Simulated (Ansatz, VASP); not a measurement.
## One calculation of ZnO, two programs

```
Zn O
1.0
     3.28797    0.00000    0.00000
    -1.64398    2.84746    0.00000
     0.00000    0.00000    7.13044
Zn O
2 2
Direct
  0.00000 0.00000 0.75000
  0.00000 0.00000 0.25000
  0.33333 0.66667 0.25000
  0.66667 0.33333 0.75000
```

Alike in both runs: task single point; functional LDA; k mesh 9 × 9 × 4; occupations gaussian, width 0.05 eV; no spin polarisation.

|  | VASP | Ansatz |
| --- | --- | --- |
| version | VASP 6.6.1 | Ansatz 0.2.0 |
| potentials or method | VASP PAW LDA potentials, release 64 (Zn, O), cutoff 520 eV | scalar-relativistic, plane waves, PAW |
| valence electrons in the cell | 36 | 36 |

|  | VASP | Ansatz | Ansatz less VASP |
| --- | --- | --- | --- |
| gap on the k mesh at the Fermi level (eV) | 0.76 | 0.75 | -0.012 |
| least direct gap on the mesh (eV) | 0.76 | 0.75 | -0.012 |
| pressure (GPa) | -7.4 | -8.2 | -0.75 |
| traceless stress, the component that is largest in VASP (GPa) | 5.61 | 6.43 | +0.826 |

LDA's correlation is that of Perdew and Zunger in VASP and of Perdew and Wang (1992) in Ansatz.
